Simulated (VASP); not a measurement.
CdS (Greenockite), 4 atoms in the cell. It takes space group P6_3mc (No. 186, hexagonal). The conventional cell has a = 4.083 Å, b = 4.083 Å, c = 6.651 Å, α = 90.00°, β = 90.00°, γ = 120.00°. Within 3.3 Å of Cd (site symmetry 3m) lie 4 S at 2.50 Å. Within 3.3 Å of S (site symmetry 3m) lie 4 Cd at 2.50 Å. 

| Item | Value |
| --- | --- |
| Program | VASP 6.6.1 |
| Task | single point |
| Functional | PBEsol |
| Dispersion | D3(BJ) |
| Potentials or basis | VASP PAW PBE potentials, release 64 (Cd, S) |
| Cutoff | 520 eV |
| k mesh | 7 × 7 × 4 |
| Occupations | fermi-dirac, width 0.05 eV |
| Spin | no spin polarisation |
| Dipole correction | no |
| Further INCAR settings | ALGO = Normal; EDIFF = 1e-07; NBANDS = 26 |

Potentials or basis: VASP PAW PBE potentials, release 64 (Cd, S).

The run is started by

```sh
$ cat potpaw_PBE.64/Cd/POTCAR potpaw_PBE.64/S/POTCAR > POTCAR
$ mpirun -np 1 vasp_std > vasp.out
```

Hardware: 1 thread of Intel(R) Xeon(R) Platinum 8559C (Emerald Rapids), on a shared host.

Problem. How long does it take, and how much memory?

Solution. Run time: 33 s on 1 thread of Intel(R) Xeon(R) Platinum 8559C (Emerald Rapids), with other jobs on the host, peak memory 0.22 GiB. Counts: scf iterations 15, k points 24.
